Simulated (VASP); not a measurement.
Write the native input for VASP 6.6.1 that does the following.

```yaml
Task: single point
Functional: PBE
Potentials_or_basis: VASP PAW PBE potentials, release 64 (Al, In_d, N)
Cutoff: 520 eV
k_mesh: 6 × 6 × 4
Occupations: gaussian, width 0.1 eV
Spin: collinear spin, ferromagnetic start
Starting_moments: "[0.0, 0.0, 0.0, 1.0, 1.0, 1.0] μB"
Dipole_correction: no
Further_INCAR_settings: ALGO = Normal; EDIFF = 1e-06; NBANDS = 35
```

The structure of AlIn2N3 lies in POSCAR:

```
AlIn2N3
1.0
    5.0805522868      0.0000000000      0.0000000000
   -2.5402761434      4.3998873456      0.0000000000
    0.0000000000      0.0000000000      5.2640419639
Al In N
1 2 3
Direct
    0.0000000000      0.0000000000      0.5000000000
    0.6666666667      0.3333333333      0.5000000000
    0.3333333333      0.6666666667      0.0000000000
    0.2130718454      0.7869281546      0.5000000000
    0.2130718454      0.4261436909      0.5000000000
    0.5738563091      0.7869281546      0.5000000000
```

The cell was built from a structure type or drawn by symmetry, and may not be a known phase.

These files were run (other wordings do the same):

INCAR

```
ALGO     = Normal         # electronic algorithm
EDIFF    = 1E-6           # SCF threshold, eV
ENCUT    = 520            # plane-wave cutoff, eV
GGA      = PE             # functional
ISIF     = 2              # what is computed and relaxed
ISMEAR   = 0              # smearing method
ISPIN    = 2              # spin polarisation
LASPH    = T              # aspherical terms in the spheres
LCHARG   = F              # write CHGCAR
LORBIT   = 11             # projections on sites
LREAL    = F              # projectors in reciprocal space
LWAVE    = F              # write WAVECAR
MAGMOM   = 0 0 0 1 1 1    # initial moments
NBANDS   = 35             # bands
NELM     = 150            # most SCF steps
PREC     = Accurate       # precision mode
SIGMA    = 0.1            # smearing width, eV
```

KPOINTS

```
k-points
0
Gamma
  6 6 4
```

Potentials or basis: VASP PAW PBE potentials, release 64 (Al, In_d, N).

The run is started by

```console
$ cat potpaw_PBE.64/Al/POTCAR potpaw_PBE.64/In_d/POTCAR potpaw_PBE.64/N/POTCAR > POTCAR
$ mpirun -np 1 vasp_std > vasp.out
```

Results of the run:

| Quantity | Value |
| --- | --- |
| Pressure | -0.1 GPa |
| Largest force | 0.025 eV/Å |
| Band gap on the k mesh | zero (filled and empty bands overlap) |
| Net moment | 0.00 μB per cell |
| Valence electrons inside the program's atomic spheres | Al 0.76; In 11.29, 11.21; N 3.53 |

Caveat: spin-orbit coupling is left out, which moves the levels of the heavy elements.

Wall time 110 s on 1 thread of Intel(R) Xeon(R) 6975P-C (Granite Rapids), with other jobs on the host, peak memory 0.36 GiB.
